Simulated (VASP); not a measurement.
Write the native input for VASP 6.6.1 that does the following.

* Task: band structure
* Functional: SCAN
* Potentials or basis: VASP PAW PBE potentials, release 64 (Ba_sv, S)
* Cutoff: 520 eV
* k mesh: 8 × 8 × 8
* Occupations: gaussian, width 0.03 eV
* Spin: no spin polarisation
* Tolerance level: screening
* Purpose: bands
* Route: KPOINTS_OPT
* Further INCAR settings: ALGO = Normal; EDIFF = 1e-07; NBANDS = 30

The structure of BaS lies in POSCAR:

```
BaS
1.0
    0.0000000000      3.1937500000      3.1937500000
    3.1937500000      0.0000000000      3.1937500000
    3.1937500000      3.1937500000      0.0000000000
Ba S
1 1
Direct
    0.0000000000      0.0000000000      0.0000000000
    0.5000000000      0.5000000000      0.5000000000
```

These files were run (other wordings do the same):

INCAR

```
METAGGA = SCAN
ISMEAR = 0
SIGMA = 0.03
LWAVE = False
LCHARG = False
NBANDS = 30
PREC = Accurate
LASPH = True
LREAL = False
ALGO = Normal
EDIFF = 1E-7
NELM = 120
GGA_COMPAT = False
ENCUT = 520
EFERMI = MIDGAP
LMIXTAU = True
```

KPOINTS

```
Automatic mesh
0
Gamma
  8 8 8
  0 0 0
```

KPOINTS_OPT

```
path GXWKGLUWLK,UX
32
line-mode
reciprocal
 0.0000000000  0.0000000000  0.0000000000  G
 0.5000000000  0.0000000000  0.5000000000  X

 0.5000000000  0.0000000000  0.5000000000  X
 0.5000000000  0.2500000000  0.7500000000  W

 0.5000000000  0.2500000000  0.7500000000  W
 0.3750000000  0.3750000000  0.7500000000  K

 0.3750000000  0.3750000000  0.7500000000  K
 0.0000000000  0.0000000000  0.0000000000  G

 0.0000000000  0.0000000000  0.0000000000  G
 0.5000000000  0.5000000000  0.5000000000  L

 0.5000000000  0.5000000000  0.5000000000  L
 0.6250000000  0.2500000000  0.6250000000  U

 0.6250000000  0.2500000000  0.6250000000  U
 0.5000000000  0.2500000000  0.7500000000  W

 0.5000000000  0.2500000000  0.7500000000  W
 0.5000000000  0.5000000000  0.5000000000  L

 0.5000000000  0.5000000000  0.5000000000  L
 0.3750000000  0.3750000000  0.7500000000  K

 0.6250000000  0.2500000000  0.6250000000  U
 0.5000000000  0.0000000000  0.5000000000  X
```

Potentials or basis: VASP PAW PBE potentials, release 64 (Ba_sv, S).

Launch:

```sh
$ cat potpaw_PBE.64/Ba_sv/POTCAR potpaw_PBE.64/S/POTCAR > POTCAR
$ mpirun -np 1 vasp_std > vasp.out
```

It gave:

The pressure is 1.2 GPa. The band gap on the k mesh is 2.46 eV (least direct gap 2.59 eV) and the band gap along the path is 2.46 eV (least direct gap 2.59 eV).

Caveat: the PAW data sets were made with another functional, which shifts forces and pressure a little; spin-orbit coupling is left out, which moves the levels of the heavy elements.

Run time: 11 min on 1 thread of Intel(R) Xeon(R) 6975P-C (Granite Rapids), with other jobs on the host, peak memory 0.24 GiB.
